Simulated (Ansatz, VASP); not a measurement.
**Two plane-wave programs on AgAs**

```
CELL_PARAMETERS angstrom
0.00000 2.72258 2.72258
2.72258 0.00000 2.72258
2.72258 2.72258 0.00000
ATOMIC_POSITIONS crystal
Ag 0.00000 0.00000 0.00000
As 0.50000 0.50000 0.50000
```

Alike in both runs: functional PBE; k mesh 18 × 18 × 18; occupations gaussian, width 0.1 eV; no spin polarisation.

Ansatz relaxed the structure, and its values are those at the end. VASP's run is a single point on that final structure, the one shown.

```csv
,VASP,Ansatz
version,VASP 6.6.1,Ansatz 0.2.0
potentials or method,"VASP PAW PBE potentials, release 64 (Ag, As), cutoff 520 eV","scalar-relativistic, plane waves, PAW"
valence electrons in the cell,16,34
```

```csv
,VASP,Ansatz,Ansatz less VASP
gap on the k mesh at the Fermi level (eV),none,none,-
pressure (GPa),0.0,0.0,+0.02
```

A gap of «none» marks a metal or a gap that the smearing closes. VASP's potentials hold 16 valence electrons a cell and Ansatz's 34, so a difference there can come from the potentials and not from the codes.
